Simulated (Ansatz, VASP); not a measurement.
One calculation of SiC, two programs

```xyz
2
Lattice="0.0000 2.1781 2.1781 2.1781 0.0000 2.1781 2.1781 2.1781 0.0000" Properties=species:S:1:pos:R:3 pbc="T T T"
Si    0.0000    0.0000    0.0000
C     1.0891    1.0891    1.0891
```

Alike in both runs: functional r2SCAN; k mesh 8 × 8 × 8; no spin polarisation.

Ansatz relaxed the structure, and its values are those at the end. VASP's run is a single point on that final structure, the one shown.

|  | VASP | Ansatz |
| --- | --- | --- |
| version | VASP 6.6.1 | Ansatz 0.2.0 |
| potentials or method | VASP PAW PBE potentials, release 64 (Si, C), cutoff 520 eV | scalar-relativistic, plane waves, PAW |
| occupations | gaussian, width 0.01 eV | fixed |
| valence electrons in the cell | 8 | 8 |

|  | VASP | Ansatz | Ansatz less VASP |
| --- | --- | --- | --- |
| gap on the k mesh at the Fermi level (eV) | 1.72 | 1.71 | -0.011 |
| least direct gap on the mesh (eV) | 5.06 | 5.05 | -0.013 |
| pressure (GPa) | -0.2 | 0.0 | +0.18 |

VASP's potentials were made for PBE, not for r2SCAN.
